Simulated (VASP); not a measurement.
# ZnS (wurtzite type) (P6_3mc) in VASP: further runs

ZnS (wurtzite type) is run at these levels: PBE; tasks: single point.

All numbers are computed with VASP 6.6.1; they aren't measurements. Logs are shortened: lines on timing, memory, paths and dates and some standing lists are left out, and cuts for length are marked.

## 1. The cell of the first run

Symmetry: P6_3mc, No. 186, hexagonal system. The conventional cell has a = 3.615 Å, b = 3.615 Å, c = 5.981 Å, α = 90.00°, β = 90.00°, γ = 120.00°. Zn (site symmetry 3m) has 4 S at 2.22 Å within 2.9 Å. S (site symmetry 3m) has 4 Zn at 2.22 Å within 2.9 Å.

## 2. Single point, PBE

Contents of INCAR:

```
SYSTEM = ZnS
  PREC = Accurate
  ENCUT = 520
  EDIFF = 1E-6
  ISMEAR = -1
  SIGMA = 0.1
  LREAL = .FALSE.
  LASPH = .TRUE.
  NELM = 60
  ALGO = Normal
  ISIF = 2
  LWAVE = .FALSE.
  LCHARG = .FALSE.
  GGA = PE
  NBANDS = 26
```

Contents of KPOINTS:

```
regular mesh
0
G
  10 10 6
  0 0 0
```

Contents of POSCAR:

```
ZnS
1.0
    3.6146790260      0.0000000000      0.0000000000
   -1.8073395130      3.1304038630      0.0000000000
    0.0000000000      0.0000000000      5.9805001605
Zn S
2 2
Direct
    0.3333333333      0.6666666667      0.0022478721
    0.6666666667      0.3333333333      0.5022478721
    0.3333333333      0.6666666667      0.3737521279
    0.6666666667      0.3333333333      0.8737521279
```

Potentials or basis: VASP PAW PBE potentials, release 64 (Zn, S).

The run is started by

```
> cat potpaw_PBE.64/Zn/POTCAR potpaw_PBE.64/S/POTCAR > POTCAR
> mpirun -np 1 vasp_std > vasp.out
```

OUTCAR:

```text
SYSTEM = ZnS
   PREC = Accurate
   ENCUT = 520
   EDIFF = 1E-6
   ISMEAR = -1
   LREAL = .FALSE.
   LASPH = .TRUE.
   NELM = 60
   ISIF = 2
   GGA = PE

 ion  position               nearest neighbor table
   1  0.333  0.667  0.002-   3 2.22   4 2.22   4 2.22   4 2.22
   2  0.667  0.333  0.502-   4 2.22   3 2.22   3 2.22   3 2.22
   3  0.333  0.667  0.374-   1 2.22   2 2.22   2 2.22   2 2.22
   4  0.667  0.333  0.874-   2 2.22   1 2.22   1 2.22   1 2.22

  LATTYP: Found a hexagonal cell.
 ALAT       =     3.6146790260
 C/A-ratio  =     1.6545037934

  Lattice vectors:

 A1 = (   3.6146790260,   0.0000000000,   0.0000000000)
 A2 = (  -1.8073395130,   3.1304038630,   0.0000000000)
 A3 = (   0.0000000000,   0.0000000000,   5.9805001605)

Analysis of symmetry for initial positions (statically):
=====================================================================
 Subroutine PRICEL returns:
 Original cell was already a primitive cell.

 Routine SETGRP: Setting up the symmetry group for a
 hexagonal supercell.

 Subroutine GETGRP returns: Found 12 space group operations
 (whereof  6 operations were pure point group operations)
 out of a pool of 24 trial point group operations.

The static configuration has the point symmetry C_3v.
 The point group associated with its full space group is C_6v.

Analysis of symmetry for dynamics (positions and initial velocities):
=====================================================================
 Subroutine PRICEL returns:
 Original cell was already a primitive cell.

 Routine SETGRP: Setting up the symmetry group for a
 hexagonal supercell.

 Subroutine GETGRP returns: Found 12 space group operations
 (whereof  6 operations were pure point group operations)
 out of a pool of 24 trial point group operations.

The dynamic configuration has the point symmetry C_3v.
 The point group associated with its full space group is C_6v.

 Subroutine INISYM returns: Found 12 space group operations
 (whereof  6 operations are pure point group operations),
 and found     1 'primitive' translations

----------------------------------------------------------------------------------------

                                     Primitive cell

  volume of cell :      67.6718

  direct lattice vectors                    reciprocal lattice vectors
     3.614679026  0.000000000  0.000000000     0.276649736  0.159723800  0.000000000
    -1.807339513  3.130403863  0.000000000     0.000000000  0.319447600  0.000000000
     0.000000000  0.000000000  5.980500161     0.000000000  0.000000000  0.167210095

  length of vectors
     3.614679026  3.614679026  5.980500161     0.319447600  0.319447600  0.167210095

  position of ions in fractional coordinates (direct lattice)
     0.333333333  0.666666667  0.002247872
     0.666666667  0.333333333  0.502247872
     0.333333333  0.666666667  0.373752128
     0.666666667  0.333333333  0.873752128

  ion indices of the primitive-cell ions
   primitive index   ion index
                 1           1
                 2           2
                 3           3
                 4           4

----------------------------------------------------------------------------------------

 KPOINTS: regular mesh

Automatic generation of k-mesh.
 Grid dimensions read from file:
 generate k-points for:   10   10    6

 Generating k-lattice:

  Cartesian coordinates                     Fractional coordinates (reciprocal lattice)
     0.027664974  0.015972380  0.000000000     0.100000000  0.000000000  0.000000000
     0.000000000  0.031944760  0.000000000     0.000000000  0.100000000  0.000000000
     0.000000000  0.000000000  0.027868349     0.000000000  0.000000000  0.166666667

  Length of vectors
     0.031944760  0.031944760  0.027868349

  Shift w.r.t. Gamma in fractional coordinates (k-lattice)
     0.000000000  0.000000000  0.000000000

 Subroutine IBZKPT returns following result:
 ===========================================

 Found     56 irreducible k-points:

 Following reciprocal coordinates:
            Coordinates               Weight
  0.000000  0.000000  0.000000      1.000000
  0.100000 -0.000000  0.000000      6.000000
  0.200000 -0.000000  0.000000      6.000000
  0.300000  0.000000  0.000000      6.000000
  0.400000  0.000000  0.000000      6.000000
  0.500000  0.000000  0.000000      3.000000
[... 16 lines left out ...]
  0.300000  0.100000  0.166667     24.000000
  0.400000  0.100000  0.166667     24.000000
 [... further k-points ...]
   k-points           NKPTS =     56   k-points in BZ     NKDIM =     56   number of bands    NBANDS=     26
   number of dos      NEDOS =    301   number of ions     NIONS =      4
   total plane-waves  NPLWV =  37632
   dimension x,y,z NGX =    28 NGY =   28 NGZ =   48
   dimension x,y,z NGXF=    56 NGYF=   56 NGZF=   96
   ions per type =               2   2
   NGX,Y,Z   is equivalent  to a cutoff of  12.88, 12.88, 13.34 a.u.
   NGXF,Y,Z  is equivalent  to a cutoff of  25.76, 25.76, 26.69 a.u.
 SYSTEM =  ZnS
   PREC   = accura    normal or accurate (medium, high low for compatibility)
   ISTART =      0    job   : 0-new  1-cont  2-samecut
   ICHARG =      2    charge: 1-file 2-atom 10-const
   ISPIN  =      1    spin polarized calculation?
   LNONCOLLINEAR =      F non collinear calculations
   LSORBIT =      F    spin-orbit coupling
   LASPH  =      T    aspherical Exc in radial PAW
   ENCUT  =  520.0 eV  38.22 Ry    6.18 a.u.   6.72  6.72 11.12*2*pi/ulx,y,z
   NELM   =     60;   NELMIN=  2; NELMDL= -5     # of ELM steps
   EDIFF  = 0.1E-05   stopping-criterion for ELM
   LREAL  =      F    real-space projection
   EDIFFG = 0.1E-04   stopping-criterion for IOM
   NSW    =      0    number of steps for IOM
   IBRION =     -1    ionic relax: 0-MD 1-quasi-New 2-CG
   NFREE  =      0    steps in history (QN), initial steepest desc. (CG)
   ISIF   =      2    stress and relaxation
   ISYM   =      2    0-nonsym 1-usesym 2-fastsym
   POTIM  = 0.5000    time-step for ionic-motion
   TEBEG  =    0.0;   TEEND  =   0.0 temperature during run
   PSTRESS=    0.0 pullay stress
   NELECT =      36.0000    total number of electrons
   NUPDOWN=      -1.0000    fix difference up-down
   EMIN   =  10.00;   EMAX   =-10.00  energy-range for DOS
   EFERMI =   0.00;   METHOD = LEGACY
   ISMEAR =    -1;   SIGMA  =   0.10  broadening in eV -4-tet -1-fermi 0-gaus
   EFERMI_NEDOS =   21; number of points for ismear=-14 and -15
   IALGO  =     38    algorithm
   IMIX   =      4    mixing-type and parameters
     AMIX     =   0.40;   BMIX     =  1.00
     AMIX_MAG =   1.60;   BMIX_MAG =  1.00
  volume/ion in A,a.u.               =      16.92       114.17
  Fermi-wavevector in a.u.,A,eV,Ry     =   1.326498  2.506717 23.940754  1.759596
  Thomas-Fermi vector in A             =   2.455880
   LORBIT       =      0    0 simple, 1 ext, 2 COOP (PROOUT), +10 PAW based schemes
   GGA     = PE    functional components
   LHFCALC =     F    Hartree Fock is set to
   AEXX    =    0.0000 exact exchange contribution
   IVDW    =     0    specifies the selected vdW correction
   LEPSILON=     F    determine dielectric tensor
   LRPA    =     F    only Hartree local field effects (RPA)
 non-spin polarized calculation
  energy-cutoff  :      520.00
  volume of cell :       67.67
 maximum number of plane-waves:      1848
 NGX is ok and might be reduce to    28
   NGX = 13   NGY = 13   NGZ = 23

 number of electron      36.0000004 magnetization

 Free energy of the ion-electron system (eV)
  ---------------------------------------------------
  ext. energy  EPLUGINS =         0.00000000
  ---------------------------------------------------
  free energy    TOTEN  =       -13.04871495 eV

  energy without entropy =      -13.04871493  energy(sigma->0) =      -13.04871494

 E-fermi :   5.2451     XC(G=0): -10.3688

 val. band max:        3.7181672413   @ k =   0.0000   0.0000   0.0000
 cond. band min:       6.5896286993   @ k =   0.0000   0.0000   0.0000
 fundamental gap:      2.8714614580
 Fermi energy:         5.2451405333

 k-point     1 :       0.0000    0.0000    0.0000
  band No.  band energies     occupation
      1     -10.6696      2.00000
      2      -9.4445      2.00000
      3      -3.4135      2.00000
      4      -3.3693      2.00000
      5      -3.3693      2.00000
      6      -3.2579      2.00000
[... 18 lines left out ...]
     25      11.4516      0.00000
     26      13.6457      0.00000

 k-point     2 :       0.1000   -0.0000    0.0000
  band No.  band energies     occupation
      1     -10.5824      2.00000
      2      -9.3931      2.00000
      3      -3.3983      2.00000
      4      -3.3807      2.00000
      5      -3.3518      2.00000
      6      -3.2540      2.00000
[... 18 lines left out ...]
     25      11.8192      0.00000
     26      12.7532      0.00000

 k-point     3 :       0.2000   -0.0000    0.0000
  band No.  band energies     occupation
      1     -10.3361      2.00000
      2      -9.2595      2.00000
      3      -3.4261      2.00000
      4      -3.3488      2.00000
      5      -3.3106      2.00000
      6      -3.2278      2.00000
[... 18 lines left out ...]
     25      11.9993      0.00000
     26      12.7850      0.00000

 k-point     4 :       0.3000    0.0000    0.0000
  band No.  band energies     occupation
      1      -9.9814      2.00000
      2      -9.1050      2.00000
      3      -3.4581      2.00000
      4      -3.3181      2.00000
      5      -3.2709      2.00000
      6      -3.1404      2.00000
[... 18 lines left out ...]
     25      12.6410      0.00000
     26      13.5293      0.00000
[... 496 lines left out ...]
      1     -10.0563      2.00000
      2      -9.2281      2.00000
      3      -3.4421      2.00000
      4      -3.3342      2.00000
      5      -3.2898      2.00000
      6      -3.2088      2.00000
[... 18 lines left out ...]
     25      12.4803      0.00000
     26      12.7728      0.00000

 k-point    23 :       0.3000    0.1000    0.1667
  band No.  band energies     occupation
      1      -9.7016      2.00000
      2      -9.0834      2.00000
      3      -3.4441      2.00000
      4      -3.3180      2.00000
      5      -3.2452      2.00000
      6      -3.0954      2.00000
[... 18 lines left out ...]
     25      12.7972      0.00000
     26      13.5637      0.00000

 k-point    24 :       0.4000    0.1000    0.1667
  band No.  band energies     occupation
      1      -9.4193      2.00000
      2      -9.0315      2.00000
      3      -3.4325      2.00000
      4      -3.2641      2.00000
      5      -3.2285      2.00000
      6      -3.0462      2.00000
[... 18 lines left out ...]
     25      13.6115      0.00000
     26      14.9935      0.00000

 [... further k-points ...]
[... 5 lines left out ...]
  --------------------------------------------------------------------------------------
  -------------------------------------------------------------------------------------
  Total        7.7175805      7.7175805      7.7284210      0.0000000      0.0000000      0.0000000
  in kB      182.7191793    182.7191793    182.9758342      0.0000000      0.0000000      0.0000000
  external PRESSURE =     182.8047309 kB  Pullay stress =       0.0000000 kB

 VOLUME and BASIS-vectors are now :
 -----------------------------------------------------------------------------
  energy-cutoff  :      520.00
  volume of cell :       67.67
      direct lattice vectors                 reciprocal lattice vectors
     3.614679026  0.000000000  0.000000000     0.276649736  0.159723800  0.000000000
    -1.807339513  3.130403863  0.000000000     0.000000000  0.319447600  0.000000000
     0.000000000  0.000000000  5.980500161     0.000000000  0.000000000  0.167210095

 POSITION                                       TOTAL-FORCE (eV/Angst)
 -----------------------------------------------------------------------------------
     -0.00000      2.08694      0.01344         0.000000      0.000000      0.000616
      1.80734      1.04347      3.00369        -0.000000      0.000000      0.000616
     -0.00000      2.08694      2.23522        -0.000000      0.000000     -0.000616
      1.80734      1.04347      5.22547         0.000000      0.000000     -0.000616
 -----------------------------------------------------------------------------------
    total drift:                               -0.000001     -0.000001     -0.003678

  FREE ENERGIE OF THE ION-ELECTRON SYSTEM (eV)
  ---------------------------------------------------
  free  energy   TOTEN  =       -13.0487149540 eV

  energy  without entropy=      -13.0487149306  energy(sigma->0) =      -13.04871494
```

Run time: 36 s. Hardware: 1 thread of Intel Xeon 6975P-C (Granite Rapids), shared host; peak memory 0.23 GiB.

Results:

```yaml
Free_energy: -13.0487 eV
Pressure: 18.3 GPa
Band_gap_on_the_k_mesh: 2.87 eV, direct
```

Levels at points of the mesh, in eV from the valence-band top:
```tsv
k point	band 16	band 17	band 18	band 19	band 20	band 21
(0.00, 0.00, 0.00)	-0.16	0.00	0.00	2.87	3.42	6.18
(0.50, 0.00, 0.00)	-2.82	-2.22	-1.12	3.50	4.56	4.90
(0.00, 0.00, 0.50)	-0.59	-0.59	-0.59	3.99	3.99	6.68
(0.50, 0.00, 0.50)	-2.10	-2.03	-2.03	3.47	3.47	5.06
```

A k mesh can miss the band edges. As with any semilocal functional, this PBE gap is likely too small.

(Continued in part 2 of 2.)
